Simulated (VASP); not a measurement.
# AlSn4 (P-43m) in VASP: notebook

Runs on AlSn4. Level: PBE. Tasks: relaxation of cell and atoms.

Everything below comes from runs of VASP 6.6.1. Logs are shortened: lines on timing, memory, paths and dates and some standing lists are left out, and cuts for length are marked.

## Step 1: The cell of the first run

It takes space group P-43m (No. 215, cubic). Conventional cell: a = 5.394 Å, b = 5.394 Å, c = 5.394 Å, α = 90.00°, β = 90.00°, γ = 90.00°. Al (site symmetry -43m) has 4 Sn at 2.28 Å within 3.0 Å. Within 3.0 Å of Sn (site symmetry 3m) lie 1 Al at 2.28 Å.

## Step 2: Relaxation of cell and atoms, PBE

Contents of INCAR:

```
PREC = Accurate
ENCUT = 600
EDIFF = 1E-7
ISMEAR = 0
SIGMA = 0.1
LREAL = F
LASPH = T
NELM = 100
ALGO = Normal
ISIF = 3
LWAVE = F
LCHARG = F
GGA = PE
IBRION = 2
NSW = 90
EDIFFG = -0.04
```

Contents of KPOINTS:

```
regular mesh
0
Gamma
  4 4 4
```

Contents of POSCAR:

```
AlSn4
1.0
    5.3942689700      0.0000000000      0.0000000000
    0.0000000000      5.3942689700      0.0000000000
    0.0000000000      0.0000000000      5.3942689700
Al Sn
1 4
Direct
    0.0000000000      0.0000000000      0.0000000000
    0.2437810800      0.7562189200      0.7562189200
    0.7562189200      0.2437810800      0.7562189200
    0.7562189200      0.7562189200      0.2437810800
    0.2437810800      0.2437810800      0.2437810800
```

Potentials or basis: VASP PAW PBE potentials, release 64 (Al, Sn_d).

Command:

```sh
$ cat potpaw_PBE.64/Al/POTCAR potpaw_PBE.64/Sn_d/POTCAR > POTCAR
$ mpirun -np 1 vasp_std > vasp.out
```

OUTCAR:

```text
PREC = Accurate
   ENCUT = 600
   EDIFF = 1E-7
   ISMEAR = 0
   LREAL = F
   LASPH = T
   NELM = 100
   ISIF = 3
   GGA = PE
   IBRION = 2
   NSW = 90
   EDIFFG = -0.04

 ion  position               nearest neighbor table
   1  0.000  0.000  0.000-   2 2.28   3 2.28   4 2.28   5 2.28
   2  0.244  0.756  0.756-   1 2.28   3 3.72   4 3.72   5 3.72
   3  0.756  0.244  0.756-   1 2.28   2 3.72   4 3.72   5 3.72
   4  0.756  0.756  0.244-   1 2.28   2 3.72   3 3.72   5 3.72
   5  0.244  0.244  0.244-   1 2.28   2 3.72   3 3.72   4 3.72

  LATTYP: Found a simple cubic cell.
 ALAT       =     5.3942689700

  Lattice vectors:

 A1 = (   5.3942689700,   0.0000000000,   0.0000000000)
 A2 = (   0.0000000000,   5.3942689700,   0.0000000000)
 A3 = (   0.0000000000,   0.0000000000,   5.3942689700)

Analysis of symmetry for initial positions (statically):
=====================================================================
 Subroutine PRICEL returns:
 Original cell was already a primitive cell.

 Routine SETGRP: Setting up the symmetry group for a
 simple cubic supercell.

 Subroutine GETGRP returns: Found 24 space group operations
 (whereof 24 operations were pure point group operations)
 out of a pool of 48 trial point group operations.

The static configuration has the point symmetry T_d .

Analysis of symmetry for dynamics (positions and initial velocities):
=====================================================================
 Subroutine PRICEL returns:
 Original cell was already a primitive cell.

 Routine SETGRP: Setting up the symmetry group for a
 simple cubic supercell.

 Subroutine GETGRP returns: Found 24 space group operations
 (whereof 24 operations were pure point group operations)
 out of a pool of 48 trial point group operations.

The dynamic configuration has the point symmetry T_d .

 Subroutine INISYM returns: Found 24 space group operations
 (whereof 24 operations are pure point group operations),
 and found     1 'primitive' translations

----------------------------------------------------------------------------------------

                                     Primitive cell

  volume of cell :     156.9632

  direct lattice vectors                    reciprocal lattice vectors
     5.394268970  0.000000000  0.000000000     0.185381931  0.000000000  0.000000000
     0.000000000  5.394268970  0.000000000     0.000000000  0.185381931  0.000000000
     0.000000000  0.000000000  5.394268970     0.000000000  0.000000000  0.185381931

  length of vectors
[... 90 lines left out ...]
   IALGO  =     38    algorithm
   IMIX   =      4    mixing-type and parameters
     AMIX     =   0.40;   BMIX     =  1.00
     AMIX_MAG =   1.60;   BMIX_MAG =  1.00
  volume/ion in A,a.u.               =      31.39       211.85
  Fermi-wavevector in a.u.,A,eV,Ry     =   1.181480  2.232673 18.992292  1.395894
  Thomas-Fermi vector in A             =   2.317752
   LORBIT       =      0    0 simple, 1 ext, 2 COOP (PROOUT), +10 PAW based schemes
   GGA     = PE    functional components
   LHFCALC =     F    Hartree Fock is set to
   AEXX    =    0.0000 exact exchange contribution
   IVDW    =     0    specifies the selected vdW correction
   LEPSILON=     F    determine dielectric tensor
   LRPA    =     F    only Hartree local field effects (RPA)
 conjugate gradient relaxation of ions
 non-spin polarized calculation
 Gauss-broadening in eV      SIGMA  =   0.10
  energy-cutoff  :      600.00
  volume of cell :      156.96
 maximum number of plane-waves:      5257
 NGX is ok and might be reduce to    48
   NGX = 21   NGY = 21   NGZ = 21

--------------------------------------- Ionic step        1  -------------------------------------------

 number of electron      58.9999991 magnetization

 Free energy of the ion-electron system (eV)
  ---------------------------------------------------
  ext. energy  EPLUGINS =         0.00000000
  ---------------------------------------------------
  free energy    TOTEN  =       -13.30599711 eV

  energy without entropy =      -13.28447448  energy(sigma->0) =      -13.29523579

------------------------ aborting loop because EDIFF is reached ----------------------------------------

  FORCE on cell =-STRESS in cart. coord.  units (eV):
  Direction    XX          YY          ZZ          XY          YZ          ZX
  --------------------------------------------------------------------------------------
  -------------------------------------------------------------------------------------
  Total        9.6207761      9.6207761      9.6207761      0.0000000      0.0000000     -0.0000000
  in kB       98.2025797     98.2025797     98.2025797      0.0000000      0.0000000     -0.0000000
  external PRESSURE =      98.2025797 kB  Pullay stress =       0.0000000 kB
[... 98 lines left out ...]
  FREE ENERGIE OF THE ION-ELECTRON SYSTEM (eV)
  ---------------------------------------------------
  free  energy   TOTEN  =       -15.6602949582 eV

  energy  without entropy=      -15.6405123413  energy(sigma->0) =      -15.65040365

 E-fermi :   4.3206     XC(G=0):  -8.6974

 val. band max:        4.3008225187   @ k =   0.2500   0.2500   0.0000
 cond. band min:       4.4182226901   @ k =   0.2500   0.2500   0.0000
 fundamental gap:      0.1174001715
 Fermi energy:         4.3206490165

 k-point     1 :       0.0000    0.0000    0.0000
  band No.  band energies     occupation
      1     -17.1718      2.00000
      2     -17.1718      2.00000
      3     -17.1612      2.00000
      4     -17.1612      2.00000
      5     -17.1612      2.00000
      6     -17.1373      2.00000
[... 369 lines left out ...]
     34       7.6938      0.00000
     35       7.6938      0.00000

[... ionic steps 4 to 9 ...]

--------------------------------------- Ionic step       10  -------------------------------------------

 number of electron      59.0000019 magnetization

------------------------ aborting loop because EDIFF is reached ----------------------------------------
[... 73 lines left out ...]
--------------------------------------- Ionic step       12  -------------------------------------------

 number of electron      59.0000009 magnetization

 Free energy of the ion-electron system (eV)
  ---------------------------------------------------
  ext. energy  EPLUGINS =         0.00000000
  ---------------------------------------------------
  free energy    TOTEN  =       -17.49083315 eV

  energy without entropy =      -17.48183040  energy(sigma->0) =      -17.48633178

 E-fermi :   5.9921     XC(G=0):  -9.4071

 val. band max:        5.8156660134   @ k =   0.5000   0.2500   0.0000
 cond. band min:       5.9955369666   @ k =   0.2500   0.2500   0.2500
 fundamental gap:      0.1798709531
 Fermi energy:         5.9921405617

 k-point     1 :       0.0000    0.0000    0.0000
  band No.  band energies     occupation
      1     -15.5632      2.00000
      2     -15.5335      2.00000
      3     -15.5335      2.00000
      4     -15.4968      2.00000
      5     -15.4968      2.00000
      6     -15.4968      2.00000
[... 401 lines left out ...]
  FREE ENERGIE OF THE ION-ELECTRON SYSTEM (eV)
  ---------------------------------------------------
  free  energy   TOTEN  =       -17.4908331529 eV

  energy  without entropy=      -17.4818304015  energy(sigma->0) =      -17.48633178

 reached required accuracy - stopping structural energy minimisation
```

OSZICAR:

```text
N       E                     dE             d eps       ncg     rms          rms(c)
DAV:   1     0.600403940994E+03    0.60040E+03   -0.31723E+04   709   0.251E+03
DAV:   2     0.659836841622E+02   -0.53442E+03   -0.52881E+03   700   0.625E+02
DAV:   3    -0.102366728091E+02   -0.76220E+02   -0.75169E+02   802   0.207E+02
[... 151 lines left out ...]
DAV:   7    -0.174908344920E+02    0.95416E-06   -0.16564E-05   905   0.387E-02    0.443E-03
DAV:   8    -0.174908327506E+02    0.17414E-05   -0.12360E-06   699   0.755E-03    0.238E-03
DAV:   9    -0.174908330926E+02   -0.34197E-06   -0.96056E-08   368   0.312E-03    0.590E-04
DAV:  10    -0.174908332203E+02   -0.12768E-06   -0.30462E-08   365   0.147E-03    0.280E-04
DAV:  11    -0.174908331529E+02    0.67358E-07   -0.64659E-09   359   0.796E-04
  12 F= -.17490833E+02 E0= -.17486332E+02  d E =-.188953E-01
```

Run time: 12 min. Hardware: 1 thread of Intel Xeon Platinum 8259CL at 2.50GHz (Skylake/Cascade Lake), shared host; peak memory 0.36 GiB.

What came out:

| Property | Result |
| --- | --- |
| Free energy | -17.4908 eV |
| Relaxed volume | 30.16 Å³/atom |
| Relaxed cell | a = 5.323 Å, b = 5.323 Å, c = 5.323 Å, α = 90.00°, β = 90.00°, γ = 90.00° |
| Space group after relaxing (to 0.05 Å) | P-43m (No. 215) |
| Energy gained by relaxing | 837.0 meV/atom |
| Ionic steps | 12 |
| Pressure after relaxing | 0.0 GPa |
| Largest force after relaxing | 0.017 eV/Å |

Forces in eV/Å, atoms in the order of the input:
```
Al   0.000  0.000  0.000
Sn   0.010 -0.010 -0.010
Sn  -0.010  0.010 -0.010
Sn  -0.010 -0.010  0.010
Sn   0.010  0.010  0.010
```

Step by step:
```csv
step,energy change (eV),largest force (eV/Å),pressure (GPa),volume (Å³)
1,0.0000,4.6658,9.82,156.96
2,-2.2723,0.7712,-4.50,204.86
3,-2.3543,1.1435,-3.16,194.25
4,-3.0038,1.2770,-2.94,179.39
5,-4.0564,0.1010,3.77,139.38
6,-4.0581,0.8230,0.52,149.20
7,-4.1015,0.5451,1.86,144.44
8,-4.1013,0.4798,2.16,143.54
9,-4.1358,0.5661,0.96,148.74
10,-4.1659,0.1371,1.30,146.60
11,-4.1792,0.0906,-0.61,153.22
12,-4.1848,0.0171,0.02,150.81
```

Final structure:
```
CELL_PARAMETERS angstrom
5.32280 0.00000 0.00000
0.00000 5.32280 0.00000
0.00000 0.00000 5.32280
ATOMIC_POSITIONS crystal
Al 0.00000 0.00000 0.00000
Sn 0.29525 0.70475 0.70475
Sn 0.70475 0.29525 0.70475
Sn 0.70475 0.70475 0.29525
Sn 0.29525 0.29525 0.29525
```

Levels at points of the mesh, in eV from the Fermi level:
```csv
k point,band 27,band 28,band 29,band 30,band 31,band 32,band 33,band 34
"(0.00, 0.00, 0.00)",-2.63,-0.30,-0.30,-0.30,1.79,1.98,1.98,1.98
"(0.50, 0.00, 0.00)",-1.79,-1.26,-1.26,-0.39,0.86,1.25,2.21,2.21
"(0.50, 0.50, 0.00)",-1.38,-1.38,-0.94,-0.50,-0.28,-0.28,2.73,3.26
"(0.50, 0.50, 0.50)",-3.77,-3.77,3.03,3.03,3.03,3.08,3.08,4.48
```

Caveat: spin-orbit coupling is left out, which moves the levels of the heavy elements.

## Step 3: Relaxation of cell and atoms, PBE

This run uses another cell than the first one, of 30.11 Å³/atom, 0.959 times its volume.

Contents of INCAR:

```
SYSTEM = AlSn4
PREC = Accurate
ENCUT = 600
EDIFF = 1E-7
ISMEAR = 0
SIGMA = 0.1
LREAL = .False.
LASPH = .True.
NELM = 80
ALGO = Fast
ISIF = 3
LWAVE = .False.
LCHARG = .False.
GGA = PE
IBRION = 2
NSW = 100
EDIFFG = -0.01
```

Contents of KPOINTS:

```
regular mesh
0
Gamma
  8 8 8
  0 0 0
```

Contents of POSCAR:

```
AlSn4
1.0
    5.3196526157      0.0000000000      0.0000000000
    0.0000000000      5.3196526157      0.0000000000
    0.0000000000      0.0000000000      5.3196526157
Al Sn
1 4
Direct
    0.0000000000      0.0000000000      0.0000000000
    0.2955263481      0.7044736519      0.7044736519
    0.7044736519      0.2955263481      0.7044736519
    0.7044736519      0.7044736519      0.2955263481
    0.2955263481      0.2955263481      0.2955263481
```

Potentials or basis: VASP PAW PBE potentials, release 64 (Al, Sn_d).

Command:

```sh
$ cat potpaw_PBE.64/Al/POTCAR potpaw_PBE.64/Sn_d/POTCAR > POTCAR
$ mpirun -np 1 vasp_std > vasp.out
```

Wall time 18 min (1 thread of Oxide Virtual Turin-like, shared host); peak memory 0.35 GiB.

The run converged. Its results:

- Free energy: -17.5553 eV
- Relaxed volume: 29.96 Å³/atom
- Relaxed cell: a = 5.311 Å, b = 5.311 Å, c = 5.311 Å, α = 90.00°, β = 90.00°, γ = 90.00°
- Space group after relaxing (to 0.05 Å): P-43m (No. 215)
- Energy gained by relaxing: 0.6 meV/atom
- Ionic steps: 4
- Pressure after relaxing: 0.0 GPa
- Largest force after relaxing: 0.008 eV/Å

Forces in eV/Å, atoms in the order of the input:
```
Al   0.000  0.000  0.000
Sn   0.005 -0.005 -0.005
Sn  -0.005  0.005 -0.005
Sn  -0.005 -0.005  0.005
Sn   0.005  0.005  0.005
```

Step by step:
| step | energy change (eV) | largest force (eV/Å) | pressure (GPa) | volume (Å³) |
| --- | --- | --- | --- | --- |
| 1 | 0.0000 | 0.1239 | -0.22 | 150.54 |
| 2 | -0.0025 | 0.0424 | 0.05 | 149.64 |
| 3 | -0.0025 | 0.0249 | 0.10 | 149.46 |
| 4 | -0.0028 | 0.0082 | 0.03 | 149.81 |

Final structure:
```
Al Sn
1.0
     5.31110    0.00000    0.00000
     0.00000    5.31110    0.00000
     0.00000    0.00000    5.31110
Al Sn
1 4
Direct
  0.00000 0.00000 0.00000
  0.29650 0.70350 0.70350
  0.70350 0.29650 0.70350
  0.70350 0.70350 0.29650
  0.29650 0.29650 0.29650
```

Levels at points of the mesh, in eV from the Fermi level:
| k point | band 26 | band 27 | band 28 | band 29 | band 30 | band 31 | band 32 | band 33 | band 34 | band 35 |
| --- | --- | --- | --- | --- | --- | --- | --- | --- | --- | --- |
| (0.00, 0.00, 0.00) | -2.60 | -2.60 | -0.28 | -0.28 | -0.28 | 1.77 | 2.06 | 2.06 | 2.06 | 2.92 |
| (0.50, 0.00, 0.00) | -3.21 | -1.77 | -1.26 | -1.26 | -0.33 | 0.91 | 1.32 | 2.26 | 2.26 | 2.59 |
| (0.50, 0.50, 0.00) | -2.47 | -1.36 | -1.36 | -0.91 | -0.46 | -0.23 | -0.23 | 2.77 | 3.34 | 3.34 |
| (0.50, 0.50, 0.50) | -3.76 | -3.76 | -3.76 | 3.12 | 3.12 | 3.12 | 3.13 | 3.13 | 3.80 | 4.59 |

Caveat: spin-orbit coupling is left out, which moves the levels of the heavy elements.
